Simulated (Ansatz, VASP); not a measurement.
## Mg2S3: VASP beside Ansatz

The input INCAR:

```
SYSTEM = Mg2S3
PREC     = Accurate       ! precision mode
ENCUT    = 600            ! plane-wave cutoff, eV
EDIFF    = 1E-6           ! SCF threshold, eV
ISMEAR   = 0              ! smearing method
SIGMA    = 0.02           ! smearing width, eV
LREAL    = .FALSE.        ! projectors in reciprocal space
LASPH    = .TRUE.         ! aspherical terms in the spheres
NELM     = 100            ! most SCF steps
ALGO     = Normal         ! electronic algorithm
ISIF     = 3              ! what is computed and relaxed
LWAVE    = .FALSE.        ! write WAVECAR
LCHARG   = .FALSE.        ! write CHGCAR
GGA      = PE             ! functional
IBRION   = 2              ! ionic algorithm
NSW      = 100            ! ionic steps
EDIFFG   = -0.01          ! ionic threshold
```

The input KPOINTS:

```
regular mesh
0
G
  12 12 12
  0 0 0
```

Contents of POSCAR:

```
Mg2S3
1.0
    1.9323029021      1.1156156007      7.5906590793
   -1.9323029021      1.1156156007      7.5906590793
    0.0000000000     -2.2312312014      7.5906590793
Mg S
2 3
Direct
    0.2667685676      0.2667685676      0.2667685676
    0.7332314324      0.7332314324      0.7332314324
    0.0000000000      0.0000000000      0.0000000000
    0.4538296567      0.4538296567      0.4538296567
    0.5461703433      0.5461703433      0.5461703433
```

Input for Ansatz:

```yaml
crystal:
  lattice:
    - [1.9323029021, 1.1156156007, 7.5906590793]
    - [-1.9323029021, 1.1156156007, 7.5906590793]
    - [0.0, -2.2312312014, 7.5906590793]
  atoms:
    - { symbol: Mg, position: [0.2667685676, 0.2667685676, 0.2667685676] }
    - { symbol: Mg, position: [0.7332314324, 0.7332314324, 0.7332314324] }
    - { symbol: S, position: [0.0, 0.0, 0.0] }
    - { symbol: S, position: [0.4538296567, 0.4538296567, 0.4538296567] }
    - { symbol: S, position: [0.5461703433, 0.5461703433, 0.5461703433] }
basis:
  ecutwfc: 420
kpoints:
  mp_grid: { grid: [12, 12, 12] }
hamiltonian:
  xc: pbe
scf:
  occupations: { method: gaussian, width: 0.02 }
output:
  forces: true
  stress: true
  eigenvalues: true
  write_density: true
  write_potential: true
  elf: true
  volumetric_format: npy
relax:
  adjacent_minimum: "off"
  f_tol: 0.01
  max_steps: 80
  cell: { stress_tol: 0.05 }
```

Alike in both runs: task relaxation of cell and atoms; functional PBE; k mesh 12 × 12 × 12; occupations gaussian, width 0.02 eV; no spin polarisation.

|  | VASP | Ansatz |
| --- | --- | --- |
| version | VASP 6.6.1 | Ansatz 0.2.0 |
| potentials or method | VASP PAW PBE potentials, release 64 (Mg, S), cutoff 600 eV | scalar-relativistic, plane waves, PAW |
| valence electrons in the cell | 22 | 38 |

|  | VASP | Ansatz | Ansatz less VASP |
| --- | --- | --- | --- |
| gap on the k mesh at the Fermi level, each at its own relaxed structure (eV) | 1.36 | 1.32 | -0.037 |
| relaxed volume (Å³/atom) | 19.53 | 19.61 | +0.082 |
| relaxed length of the cell vector where the two differ most in proportion (Å) | 7.895 | 7.905 | +0.0101 |

VASP's potentials hold 22 valence electrons a cell and Ansatz's 38, so a difference there can come from the potentials and not from the codes.
